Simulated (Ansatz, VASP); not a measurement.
# Two plane-wave programs on Ag

Contents of INCAR:

```
AGGAC    = 1.0          
AGGAX    = 1.0          
ALDAC    = 0.0          
ALDAX    = 1.0          
ALGO     = Normal         # electronic algorithm
EDIFF    = 1E-6           # SCF threshold, eV
ENCUT    = 520            # plane-wave cutoff, eV
GGA      = B5             # functional
ISIF     = 2              # what is computed and relaxed
ISMEAR   = -1             # smearing method
LASPH    = True           # aspherical terms in the spheres
LCHARG   = False          # write CHGCAR
LREAL    = False          # projectors in reciprocal space
LWAVE    = False          # write WAVECAR
NBANDS   = 30             # bands
NELM     = 60             # most SCF steps
PREC     = Accurate       # precision mode
SIGMA    = 0.1            # smearing width, eV
```

KPOINTS

```
k-points
0
Gamma
  14 14 4
```

The input POSCAR:

```
Ag
1.0
    3.0400718924      0.0000000000      0.0000000000
   -1.5200359462      2.6327794881      0.0000000000
    0.0000000000      0.0000000000     10.0320657553
Ag
4
Direct
    0.3333333333      0.6666666667      0.2500000000
    0.6666666667      0.3333333333      0.7500000000
    0.0000000000      1.0000000000      1.0000000000
    0.0000000000      1.0000000000      0.5000000000
```

Input for Ansatz:

```yaml
crystal:
  lattice:
    - [3.0400718924, 0.0, 0.0]
    - [-1.5200359462, 2.6327794881, 0.0]
    - [0.0, 0.0, 10.0320657553]
  atoms:
    - { symbol: Ag, position: [0.3333333333, 0.6666666667, 0.25] }
    - { symbol: Ag, position: [0.6666666667, 0.3333333333, 0.75] }
    - { symbol: Ag, position: [0.0, 1.0, 1.0] }
    - { symbol: Ag, position: [0.0, 1.0, 0.5] }
hamiltonian:
  xc: blyp
  pseudopotentials:
    kind: paw
    azcp:
      Ag: "pseudopotentials/Ag.paw.azcp"
basis:
  ecutwfc: 420
  fft_grid_basis: typed
kpoints:
  mp_grid: { grid: [14, 14, 4], shift: [0, 0, 0] }
magnetization:
  spin_polarized: false
scf:
  occupations: { method: fermi_dirac, width: 0.1 }
  lower_state_search: "off"
output:
  stress: true
  write_density: true
  write_potential: true
  elf: true
  volumetric_format: npy
```

Alike in both runs: task single point; functional BLYP; k mesh 14 × 14 × 4; occupations fermi-dirac, width 0.1 eV; no spin polarisation.

|  | VASP | Ansatz |
| --- | --- | --- |
| version | VASP 6.6.1 | Ansatz 0.2.0 |
| potentials or method | VASP PAW PBE potentials, release 64 (Ag), cutoff 520 eV | plane waves (420 eV) with PAW, scalar-relativistic |
| valence electrons in the cell | 44 | 76 |

```csv
,VASP,Ansatz,Ansatz less VASP
pressure (GPa),-2.3,-2.3,-0.09
"traceless stress, the component that is largest in VASP (GPa)",-0.38,-0.37,+0.008
```

VASP's potentials were made for PBE, not for BLYP. The functional is the same, so the differences come from potentials, cutoffs and numerics. VASP's potentials hold 44 valence electrons a cell and Ansatz's 76, so a difference there can come from the potentials and not from the codes.
